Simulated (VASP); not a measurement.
Here is a VASP 6.6.1 calculation.

INCAR

```
SYSTEM = SnO
PREC = Accurate ; ENCUT = 520
EDIFF = 1E-7 ; ISMEAR = 0
SIGMA = 0.05 ; LREAL = .FALSE.
LASPH = .TRUE. ; NELM = 60
ALGO = Normal ; ISIF = 2
LWAVE = .FALSE. ; LCHARG = .FALSE.
LDIPOL = .TRUE. ; IDIPOL = 3
DIPOL = 0.5 0.5 0.403 ; GGA = PE
IVDW = 12 ; NBANDS = 50
```

KPOINTS

```
Automatic mesh
0
G
  7 7 1
  0 0 0
```

Contents of POSCAR:

```
SnO
1.0
    3.8201635894      0.0000000000      0.0000000000
    0.0000000000      3.8201635894      0.0000000000
    0.0000000000      0.0000000000     22.2260803631
Sn O
4 4
Direct
    0.7500000000      0.2500000000      0.2024648488
    0.2500000000      0.7500000000      0.3087831984
    0.5000000000      1.2500000000      0.4977503906
    0.0000000000      1.7500000000      0.6040687401
    0.2500000000      0.2500000000      0.2556240236
    0.7500000000      0.7500000000      0.2556240236
    0.0000000000      1.2500000000      0.5509095654
    0.5000000000      1.7500000000      0.5509095654
```

Potentials or basis: VASP PAW PBE potentials, release 64 (Sn_d, O).

Launch:

```console
$ cat potpaw_PBE.64/Sn_d/POTCAR potpaw_PBE.64/O/POTCAR > POTCAR
$ mpirun -np 1 vasp_std > vasp.out
```

(1) Predict the band gap on the k mesh.

(2) What does it give for the largest force?

(3) Estimate the dispersion energy per atom.

Answers

(1) 2.56 eV (least direct gap 2.58 eV).

(2) 0.166 eV/Å.

(3) -0.155 eV.

Caveat: the cell differs from its parent crystal (layers slid over each other); spin-orbit coupling is left out, which moves the levels of the heavy elements.
